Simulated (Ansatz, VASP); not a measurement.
# One calculation of Ag, two programs

```
CELL_PARAMETERS angstrom
2.93418 0.00000 0.00000
-1.46709 2.54107 0.00000
0.00000 0.00000 24.59816
ATOMIC_POSITIONS crystal
Ag 0.33333 0.66667 0.30490
Ag 0.66667 0.33333 0.40245
Ag 0.33333 0.66667 0.50000
Ag 0.66667 0.33333 0.59755
Ag 0.33333 0.66667 0.69510
```

Alike in both runs: task single point; functional PBE; k mesh 12 × 12 × 1; occupations gaussian, width 0.1 eV; no spin polarisation.

|  | VASP | Ansatz |
| --- | --- | --- |
| version | VASP 6.6.1 | Ansatz 0.2.0 |
| potentials or method | VASP PAW PBE potentials, release 64 (Ag), cutoff 520 eV | scalar-relativistic, plane waves, PAW |
| valence electrons in the cell | 55 | 95 |

|  | VASP | Ansatz | Ansatz less VASP |
| --- | --- | --- | --- |
| gap on the k mesh at the Fermi level (eV) | none | none | - |
| rms of the force components (eV/Å) | 0.029 | 0.029 | +0.0002 |
| work function, face that differs most (eV) | 4.44 | 4.45 | +0.005 |

Atom by atom the forces differ by 0.001 eV/Å (rms over components). A gap of «none» marks a metal or a gap that the smearing closes. VASP's potentials hold 55 valence electrons a cell and Ansatz's 95, so a difference there can come from the potentials and not from the codes. Ansatz's warnings: xc potential rough in thin density.
